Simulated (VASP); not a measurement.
Input of a VASP 6.6.1 run:

INCAR

```
SYSTEM = Ti3Se
  PREC = Accurate
  ENCUT = 520
  EDIFF = 1E-6
  ISMEAR = -1
  SIGMA = 0.05
  LREAL = .FALSE.
  LASPH = .TRUE.
  NELM = 80
  ALGO = Normal
  ISIF = 2
  LWAVE = .FALSE.
  LCHARG = .FALSE.
  GGA = PE
  NBANDS = 29
```

KPOINTS

```
Automatic mesh
0
G
  10 10 4
  0 0 0
```

Contents of POSCAR:

```
Ti3Se
1.0
    3.1974455988      0.0000000000      0.0000000000
   -1.5987227994      2.7690691158      0.0000000000
    0.0000000000      0.0000000000      7.9427450000
Se Ti
1 3
Direct
    0.0000000000      0.0000000000      0.0000000000
    0.6666666667      0.3333333333      0.5000000000
    0.3333333333      0.6666666667      0.7729020000
    0.3333333333      0.6666666667      0.2270980000
```

Potentials or basis: VASP PAW PBE potentials, release 64 (Se, Ti_sv).

Run with:

```console
$ cat potpaw_PBE.64/Se/POTCAR potpaw_PBE.64/Ti_sv/POTCAR > POTCAR
$ mpirun -np 1 vasp_std > vasp.out
```

(1) Estimate the largest force.

(2) Estimate the band gap on the k mesh.

Results:

(1) 0.043 eV/Å.

(2) zero (band 21 reaches 8.46 eV, above the bottom of band 22 at 7.90 eV).
